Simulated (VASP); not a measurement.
A run of VASP 6.6.1 is set up as follows.

INCAR

```
PREC = Accurate
ENCUT = 520
EDIFF = 1E-7
ISMEAR = -1
SIGMA = 0.1
LREAL = False
LASPH = True
NELM = 100
ALGO = Normal
ISIF = 2
LWAVE = False
LCHARG = False
NBANDS = 21
```

KPOINTS

```
regular mesh
0
Gamma
  19 19 19
```

The input POSCAR:

```
Ru
1.0
   -2.0993180452      2.0993180452      1.1327791967
    2.0993180452     -2.0993180452      1.1327791967
    2.0993180452      2.0993180452     -1.1327791967
Ru
2
Direct
   -0.3750000000     -0.1250000000     -0.2500000000
    0.3750000000      0.1250000000      0.2500000000
```

Potentials or basis: VASP PAW LDA potentials, release 64 (Ru_pv).

Launch:

```console
$ cat potpaw_LDA.64/Ru_pv/POTCAR > POTCAR
$ mpirun -np 1 vasp_std > vasp.out
```

**Question.** What does it give for the band gap on the k mesh?

**Answer.** Zero (bands 14 and 15 overlap by 2.95 eV).

**Question.** Predict the pressure.

**Answer.** 257.1 GPa.

Stress tensor (GPa, compression positive):
```
257.85   0.00   0.00
  0.00 257.85   0.00
  0.00   0.00 255.50
```

Caveat: the cell stands under pressure.
